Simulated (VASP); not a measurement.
# SiMo3 (Pm-3n) in VASP: single point with PBE

Aim: the single point of SiMo3 with PBE.

All numbers are computed with VASP 6.6.1; they aren't measurements. Logs are shortened: lines on timing, memory, paths and dates and some standing lists are left out, and cuts for length are marked.

## 1. The cell of the first run

Symmetry: Pm-3n, No. 223, cubic system. The conventional cell has a = 4.889 Å, b = 4.889 Å, c = 4.889 Å, α = 90.00°, β = 90.00°, γ = 90.00°. Mo (site symmetry -4m2) has 10 Mo at 2.44 to 2.99 Å and 4 Si at 2.73 Å within 3.2 Å. Within 3.6 Å of Si (site symmetry m-3) lie 12 Mo at 2.73 Å.

## 2. Single point, PBE

Input file INCAR:

```
SYSTEM = SiMo3
  GGA = PE
  ISMEAR = 1
  SIGMA = 0.1
  LWAVE = .False.
  LCHARG = .False.
  ISIF = 2
  PREC = Accurate
  LASPH = .True.
  LREAL = .False.
  ALGO = Normal
  EDIFF = 1E-6
  NELM = 120
  GGA_COMPAT = .False.
  ENCUT = 400
```

Input file KPOINTS:

```
k-points
0
Gamma
  7 7 7
```

Input file POSCAR:

```
SiMo3
1.0
    4.8890000000      0.0000000000      0.0000000000
    0.0000000000      4.8890000000      0.0000000000
    0.0000000000      0.0000000000      4.8890000000
Mo Si
6 2
Direct
    0.0000000000      0.5000000000      0.2500000000
    0.0000000000      0.5000000000      0.7500000000
    0.5000000000      0.2500000000      0.0000000000
    0.7500000000      0.0000000000      0.5000000000
    0.5000000000      0.7500000000      0.0000000000
    0.2500000000      0.0000000000      0.5000000000
    0.5000000000      0.5000000000      0.5000000000
    0.0000000000      0.0000000000      0.0000000000
```

Potentials or basis: VASP PAW PBE potentials, release 64 (Mo_sv, Si).

Run with:

```console
> cat potpaw_PBE.64/Mo_sv/POTCAR potpaw_PBE.64/Si/POTCAR > POTCAR
> mpirun -np 1 vasp_std > vasp.out
```

OUTCAR:

```text
SYSTEM = SiMo3
   GGA = PE
   ISMEAR = 1
   ISIF = 2
   PREC = Accurate
   LASPH = .True.
   LREAL = .False.
   EDIFF = 1E-6
   NELM = 120
   ENCUT = 400

 Found     20 irreducible k-points:

 Following reciprocal coordinates:
            Coordinates               Weight
  0.000000  0.000000  0.000000      1.000000
  0.142857  0.000000  0.000000      6.000000
  0.285714  0.000000  0.000000      6.000000
  0.428571  0.000000  0.000000      6.000000
  0.142857  0.142857  0.000000     12.000000
  0.285714  0.142857  0.000000     24.000000
   k-points           NKPTS =     20   k-points in BZ     NKDIM =     20   number of bands    NBANDS=     55
   number of dos      NEDOS =    301   number of ions     NIONS =      8
   total plane-waves  NPLWV =  32768
   dimension x,y,z NGX =    32 NGY =   32 NGZ =   32
   dimension x,y,z NGXF=    64 NGYF=   64 NGZF=   64
   ions per type =               6   2
   NGX,Y,Z   is equivalent  to a cutoff of  10.88, 10.88, 10.88 a.u.
   NGXF,Y,Z  is equivalent  to a cutoff of  21.76, 21.76, 21.76 a.u.
 SYSTEM =  SiMo3
   PREC   = accura    normal or accurate (medium, high low for compatibility)
   ISTART =      0    job   : 0-new  1-cont  2-samecut
   ICHARG =      2    charge: 1-file 2-atom 10-const
   ISPIN  =      1    spin polarized calculation?
   LNONCOLLINEAR =      F non collinear calculations
   LSORBIT =      F    spin-orbit coupling
   LASPH  =      T    aspherical Exc in radial PAW
   ENCUT  =  400.0 eV  29.40 Ry    5.42 a.u.   7.97  7.97  7.97*2*pi/ulx,y,z
   NELM   =    120;   NELMIN=  2; NELMDL= -5     # of ELM steps
   EDIFF  = 0.1E-05   stopping-criterion for ELM
   LREAL  =      F    real-space projection
   EDIFFG = 0.1E-04   stopping-criterion for IOM
   NSW    =      0    number of steps for IOM
   IBRION =     -1    ionic relax: 0-MD 1-quasi-New 2-CG
   NFREE  =      0    steps in history (QN), initial steepest desc. (CG)
   ISIF   =      2    stress and relaxation
   ISYM   =      2    0-nonsym 1-usesym 2-fastsym
   POTIM  = 0.5000    time-step for ionic-motion
   TEBEG  =    0.0;   TEEND  =   0.0 temperature during run

   SCALEE = 1.0000    scale energy and forces
   PSTRESS=    0.0 pullay stress
   NELECT =      92.0000    total number of electrons
   NUPDOWN=      -1.0000    fix difference up-down
   EMIN   =  10.00;   EMAX   =-10.00  energy-range for DOS
   EFERMI =   0.00;   METHOD = LEGACY
   ISMEAR =     1;   SIGMA  =   0.10  broadening in eV -4-tet -1-fermi 0-gaus
   EFERMI_NEDOS =   21; number of points for ismear=-14 and -15
   IALGO  =     38    algorithm
   IMIX   =      4    mixing-type and parameters
     AMIX     =   0.40;   BMIX     =  1.00
     AMIX_MAG =   1.60;   BMIX_MAG =  1.00
  volume/ion in A,a.u.               =      14.61        98.57
  Fermi-wavevector in a.u.,A,eV,Ry     =   1.511648  2.856601 31.090405  2.285080
  Thomas-Fermi vector in A             =   2.621677
   LORBIT       =      0    0 simple, 1 ext, 2 COOP (PROOUT), +10 PAW based schemes
   GGA     = PE    functional components
   LHFCALC =     F    Hartree Fock is set to
   AEXX    =    0.0000 exact exchange contribution
   IVDW    =     0    specifies the selected vdW correction
   LEPSILON=     F    determine dielectric tensor
   LRPA    =     F    only Hartree local field effects (RPA)

   CSHIFT  =0.1000    complex shift for real part using Kramers Kronig

   OMEGAMAX=  -1.0    maximum frequency
 non-spin polarized calculation
 Methfessel and Paxton  Order N= 1 SIGMA  =   0.10
  energy-cutoff  :      400.00
  volume of cell :      116.86
 maximum number of plane-waves:      2158
 NGX is ok and might be reduce to    32
   NGX = 15   NGY = 15   NGZ = 15

 number of electron      92.0000061 magnetization

 Free energy of the ion-electron system (eV)
  ---------------------------------------------------
  ext. energy  EPLUGINS =         0.00000000
  ---------------------------------------------------
  free energy    TOTEN  =       -78.99043674 eV

  energy without entropy =      -78.98839141  energy(sigma->0) =      -78.98975496

 E-fermi :  12.7764     XC(G=0): -13.1127

 val. band max:       12.7603469447   @ k =   0.4286   0.2857   0.1429
 cond. band min:      12.7806039837   @ k =   0.4286   0.1429   0.1429
 fundamental gap:      0.0202570391
 Fermi energy:        12.7764476102

 k-point     1 :       0.0000    0.0000    0.0000
  band No.  band energies     occupation
      1     -48.5073      2.00000
      2     -48.3918      2.00000
      3     -48.3918      2.00000
      4     -48.0609      2.00000
      5     -48.0609      2.00000
      6     -48.0609      2.00000
[... 47 lines left out ...]
     54      15.5090      0.00000
     55      15.5116      0.00000

 k-point     2 :       0.1429    0.0000    0.0000
  band No.  band energies     occupation
      1     -48.4981      2.00000
      2     -48.3961      2.00000
      3     -48.3796      2.00000
      4     -48.0794      2.00000
      5     -48.0609      2.00000
      6     -48.0609      2.00000
[... 47 lines left out ...]
     54      15.3857      0.00000
     55      15.4068      0.00000

 k-point     3 :       0.2857    0.0000    0.0000
  band No.  band energies     occupation
      1     -48.4759      2.00000
      2     -48.4085      2.00000
      3     -48.3415      2.00000
      4     -48.1306      2.00000
      5     -48.0609      2.00000
      6     -48.0609      2.00000
[... 47 lines left out ...]
     54      15.3153      0.00000
     55      15.3159      0.00000

 k-point     4 :       0.4286    0.0000    0.0000
  band No.  band energies     occupation
      1     -48.4505      2.00000
      2     -48.4273      2.00000
      3     -48.2787      2.00000
      4     -48.2026      2.00000
      5     -48.0609      2.00000
      6     -48.0609      2.00000
[... 47 lines left out ...]
     54      15.2111      0.00000
     55      15.4495      0.00000

 k-point     5 :       0.1429    0.1429    0.0000
  band No.  band energies     occupation
      1     -48.4887      2.00000
      2     -48.3917      2.00000
      3     -48.3763      2.00000
      4     -48.0812      2.00000
      5     -48.0777      2.00000
      6     -48.0609      2.00000
[... 47 lines left out ...]
     54      15.3126      0.00000
     55      15.4299      0.00000

 k-point     6 :       0.2857    0.1429    0.0000
  band No.  band energies     occupation
      1     -48.4666      2.00000
      2     -48.3998      2.00000
      3     -48.3420      2.00000
      4     -48.1311      2.00000
      5     -48.0793      2.00000
      6     -48.0609      2.00000
[... 47 lines left out ...]
     54      15.1589      0.00000
     55      15.3569      0.00000

 [... further k-points ...]

------------------------ aborting loop because EDIFF is reached ----------------------------------------

  FORCE on cell =-STRESS in cart. coord.  units (eV):
  Direction    XX          YY          ZZ          XY          YZ          ZX
  --------------------------------------------------------------------------------------
  -------------------------------------------------------------------------------------
  Total        1.4866038      1.4866038      1.4866038      0.0000000      0.0000000      0.0000000
  in kB       20.3819486     20.3819486     20.3819486      0.0000000      0.0000000      0.0000000
  external PRESSURE =      20.3819486 kB  Pullay stress =       0.0000000 kB

 VOLUME and BASIS-vectors are now :
 -----------------------------------------------------------------------------
  energy-cutoff  :      400.00
  volume of cell :      116.86
      direct lattice vectors                 reciprocal lattice vectors
     4.889000000  0.000000000  0.000000000     0.204540806  0.000000000  0.000000000
     0.000000000  4.889000000  0.000000000     0.000000000  0.204540806  0.000000000
     0.000000000  0.000000000  4.889000000     0.000000000  0.000000000  0.204540806

 POSITION                                       TOTAL-FORCE (eV/Angst)
 -----------------------------------------------------------------------------------
      0.00000      2.44450      1.22225        -0.000000     -0.000000     -0.000000
      0.00000      2.44450      3.66675        -0.000000     -0.000000      0.000000
      2.44450      1.22225      0.00000        -0.000000     -0.000000      0.000000
      3.66675      0.00000      2.44450        -0.000000      0.000000     -0.000000
      2.44450      3.66675      0.00000         0.000000      0.000000      0.000000
      1.22225      0.00000      2.44450         0.000000     -0.000000     -0.000000
      2.44450      2.44450      2.44450        -0.000000     -0.000000     -0.000000
      0.00000      0.00000      0.00000        -0.000000     -0.000000     -0.000000
 -----------------------------------------------------------------------------------
    total drift:                                0.000000     -0.000000     -0.000000

  FREE ENERGIE OF THE ION-ELECTRON SYSTEM (eV)
  ---------------------------------------------------
  free  energy   TOTEN  =       -78.9904367399 eV

  energy  without entropy=      -78.9883914147  energy(sigma->0) =      -78.98975496
```

OSZICAR:

```text
N       E                     dE             d eps       ncg     rms          rms(c)
DAV:   1     0.972692167447E+03    0.97269E+03   -0.49515E+04  2248   0.141E+03
DAV:   2    -0.383626052820E+02   -0.10111E+04   -0.98397E+03  2395   0.486E+02
DAV:   3    -0.820427828004E+02   -0.43680E+02   -0.42415E+02  2849   0.887E+01
DAV:   4    -0.830320958377E+02   -0.98931E+00   -0.97758E+00  2712   0.110E+01
DAV:   5    -0.830532628589E+02   -0.21167E-01   -0.21100E-01  2665   0.152E+00    0.428E+01
DAV:   6    -0.793088446764E+02    0.37444E+01   -0.14048E+01  2458   0.172E+01    0.119E+01
DAV:   7    -0.790388673382E+02    0.26998E+00   -0.92000E-01  2816   0.417E+00    0.341E+00
DAV:   8    -0.789913242297E+02    0.47543E-01   -0.13034E-01  2541   0.124E+00    0.581E-01
DAV:   9    -0.789904060581E+02    0.91817E-03   -0.72695E-03  2688   0.296E-01    0.312E-01
DAV:  10    -0.789904253301E+02   -0.19272E-04   -0.77759E-04  2742   0.169E-01    0.133E-01
DAV:  11    -0.789904422991E+02   -0.16969E-04   -0.43407E-05  2680   0.350E-02    0.237E-02
DAV:  12    -0.789904370696E+02    0.52296E-05   -0.14072E-05  2544   0.215E-02    0.462E-03
DAV:  13    -0.789904367399E+02    0.32967E-06   -0.30680E-07  1552   0.249E-03
   1 F= -.78990437E+02 E0= -.78989755E+02  d E =-.204533E-02
```

stdout:

```text
POSCAR found type information on POSCAR MoSi
 POSCAR found :  2 types and       8 ions
 scaLAPACK will be used
 LDA part: xc-table for (Slater+PW92), standard interpolation
 POSCAR, INCAR and KPOINTS ok, starting setup
 FFT: planning ... GRIDC
 FFT: planning ... GRID_SOFT
 FFT: planning ... GRID
 WAVECAR not read
 entering main loop
```

Wall time 77 s (1 thread of AMD EPYC 7R43 (Zen 3), shared host); peak memory 0.17 GiB.

What came out:

```
Free energy            : -78.9904 eV
Pressure               : 2.0 GPa
Band gap on the k mesh : zero (bands 46 and 47 overlap by 1.97 eV)
```

Levels at points of the mesh, in eV from the Fermi level:
```
           k point  band 41  band 42  band 43  band 44  band 45  band 46  band 47  band 48  band 49  band 50
(0.00, 0.00, 0.00)    -2.17    -2.17    -1.58    -1.58     1.24     1.24     1.24     2.04     2.36     2.36
```

The gap in the log of VASP goes by the Fermi energy; the results here count the filled bands.